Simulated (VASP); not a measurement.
## Pt4Au: single point with PBE

Pt4Au, a slab with vacuum:

```xyz
5
Lattice="2.8073 0.0000 0.0000 -1.4036 2.4312 0.0000 0.0000 0.0000 25.8764" Properties=species:S:1:pos:R:3 pbc="T T T"
Pt    1.4036    0.8104    8.5000
Pt    0.0000    1.6208   10.7921
Pt    0.0000    0.0000   13.0662
Pt    1.4036    0.8104   15.3781
Au    0.0000    0.0000   17.8632
```

```
Program                : VASP 6.6.1
Task                   : single point
Functional             : PBE
Potentials or basis    : VASP PAW PBE potentials, release 64 (Pt, Au)
Cutoff                 : 520 eV
k mesh                 : 12 × 12 × 1
Occupations            : gaussian, width 0.1 eV
Spin                   : no spin polarisation
Dipole correction      : yes
Further INCAR settings : ALGO = Normal; EDIFF = 1e-06; NBANDS = 34
```

```yaml
Largest_force: 0.093 eV/Å
```

Forces in eV/Å, atoms in the order of the input:
```
Pt   0.000  0.000 -0.074
Pt   0.000  0.000  0.093
Pt   0.000  0.000 -0.012
Pt   0.000  0.000  0.002
Au   0.000  0.000 -0.009
```

Levels at points of the mesh, in eV from the Fermi level:
```
           k point  band 22  band 23  band 24  band 25  band 26  band 27  band 28  band 29
(0.00, 0.00, 0.00)    -1.49    -1.49    -1.19    -1.19    -0.56    -0.56    -0.39    -0.05
(0.50, 0.00, 0.00)     0.08     0.24     0.39     0.54     0.89     1.48     2.42     2.80
```

Run time: 4.6 min on 1 thread of Intel(R) Xeon(R) 6975P-C (Granite Rapids) (shared host), peak memory 0.36 GiB.

Caveat: spin-orbit coupling is left out, which moves the levels of the heavy elements.
